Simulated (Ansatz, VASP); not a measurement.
## Two plane-wave programs on Sr4Ca12B

```
Sr Ca B
1.0
     9.03575    0.00000    0.00000
     0.00000    9.03575    0.00000
     0.00000    0.00000    9.03575
Sr Ca B
4 12 1
Direct
  0.98484 0.99867 0.00001
  0.51692 0.48737 0.00005
  0.47672 0.99449 0.50007
  0.03762 0.53299 0.50008
  0.24153 0.25365 0.23883
  0.73816 0.75213 0.73799
  0.49797 0.48909 0.50006
  0.73818 0.75211 0.26215
  0.24154 0.25361 0.76131
  0.02077 0.98579 0.50001
  0.76795 0.24918 0.72001
  0.25952 0.75671 0.22489
  0.98987 0.51290 0.00001
  0.25953 0.75683 0.77527
  0.76794 0.24918 0.28016
  0.51076 0.01503 0.00011
  0.32286 0.70915 0.50009
```

Alike in both runs: functional PBE; k mesh 1 × 1 × 1; occupations fermi-dirac, width 0.05 eV; no spin polarisation.

Ansatz relaxed the structure, and its values are those at the end. VASP's run is a single point on that final structure, the one shown.

```csv
,VASP,Ansatz
version,VASP 6.6.1,Ansatz 0.2.0
potentials or method,"VASP PAW PBE potentials, release 64 (Sr_sv, Ca_sv, B), cutoff 520 eV","scalar-relativistic, plane waves, PAW"
valence electrons in the cell,163,163
```

|  | VASP | Ansatz | Ansatz less VASP |
| --- | --- | --- | --- |
| rms of the force components (eV/Å) | 0.013 | 0.014 | +0.0005 |

With one functional, cell and mesh, what is left measures potentials, basis and numerics.
